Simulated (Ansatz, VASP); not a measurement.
# As: VASP beside Ansatz

The input INCAR:

```
PREC = Accurate
ENCUT = 520
EDIFF = 1E-6
ISMEAR = 0
SIGMA = 0.02
LREAL = False
LASPH = True
NELM = 60
ALGO = Normal
ISIF = 2
LWAVE = False
LCHARG = True
LDIPOL = True
IDIPOL = 3
DIPOL = 0.5 0.5 0.500
GGA = PE
IVDW = 12
LELF = True
LVHAR = True
LVACPOTAV = True
NBANDS = 12
```

KPOINTS

```
Automatic mesh
0
Gamma
  9 9 1
```

File POSCAR:

```
As
1.0
    3.3480000000      0.0000000000      0.0000000000
   -1.6740000000      2.8994530519      0.0000000000
    0.0000000000      0.0000000000     28.5742413766
As
2
Direct
    0.3333333333      0.6666666667      0.4790370638
    0.6666666667      0.3333333333      0.5209629362
```

Input for Ansatz:

```yaml
crystal:
  lattice:
    - [3.348, 0.0, 0.0]
    - [-1.674, 2.8994530519, 0.0]
    - [0.0, 0.0, 28.5742413766]
  atoms:
    - { symbol: As, position: [0.3333333333, 0.6666666667, 0.4790370638] }
    - { symbol: As, position: [0.6666666667, 0.3333333333, 0.5209629362] }
  periodic: [true, true, false]
basis:
  ecutwfc: 420
kpoints:
  mp_grid: { grid: [9, 9, 1] }
hamiltonian:
  xc: pbe
  dispersion: d3bj
scf:
  occupations: { method: gaussian, width: 0.02 }
output:
  forces: true
  stress: true
  eigenvalues: true
```

Alike in both runs: task single point; functional PBE; dispersion D3(BJ); k mesh 9 × 9 × 1; occupations gaussian, width 0.02 eV; no spin polarisation.

```csv
,VASP,Ansatz
version,VASP 6.6.1,Ansatz 0.2.0
potentials or method,"VASP PAW PBE potentials, release 64 (As), cutoff 520 eV","scalar-relativistic, plane waves, PAW"
valence electrons in the cell,10,30
```

|  | VASP | Ansatz | Ansatz less VASP |
| --- | --- | --- | --- |
| gap on the k mesh at the Fermi level (eV) | 1.75 | 1.81 | +0.062 |
| least direct gap on the mesh (eV) | 2.08 | 2.14 | +0.062 |
| rms of the force components (eV/Å) | 2.792 | 2.651 | -0.1410 |

Atom by atom the forces differ by 0.141 eV/Å (rms over components). VASP's potentials hold 10 valence electrons a cell and Ansatz's 30, so a difference there can come from the potentials and not from the codes.
